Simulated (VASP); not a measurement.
A run of VASP 6.6.1 is set up as follows.

Contents of INCAR:

```
SYSTEM = SnTe
ALGO = Normal
EDIFF = 1E-7
ENCUT = 520
GGA = PS
ISIF = 2
ISMEAR = -1
LASPH = .True.
LCHARG = .False.
LREAL = .False.
LWAVE = .False.
NBANDS = 17
NELM = 100
PREC = Accurate
SIGMA = 0.02
```

Contents of KPOINTS:

```
k-points
0
Gamma
  4 4 4
  0 0 0
```

File POSCAR:

```
SnTe
1.0
    0.0000000000      3.6111500000      3.6111500000
    3.6111500000      0.0000000000      3.6111500000
    3.6111500000      3.6111500000      0.0000000000
Sn Te
1 1
Direct
    0.0195700000      0.9812100000      0.9875900000
    0.7480876998      0.7414623002      0.7611376998
```

Potentials or basis: VASP PAW PBE potentials, release 64 (Sn_d, Te).

Launch:

```sh
$ cat potpaw_PBE.64/Sn_d/POTCAR potpaw_PBE.64/Te/POTCAR > POTCAR
$ mpirun -np 1 vasp_std > vasp.out
```

(1) What does it give for the largest force?

(2) Estimate the pressure.

Answers

(1) 0.305 eV/Å.

(2) -1.5 GPa.

Caveat: the k points lie up to 0.38 Å⁻¹ apart; the PAW data sets were made with another functional, which shifts forces and pressure a little.
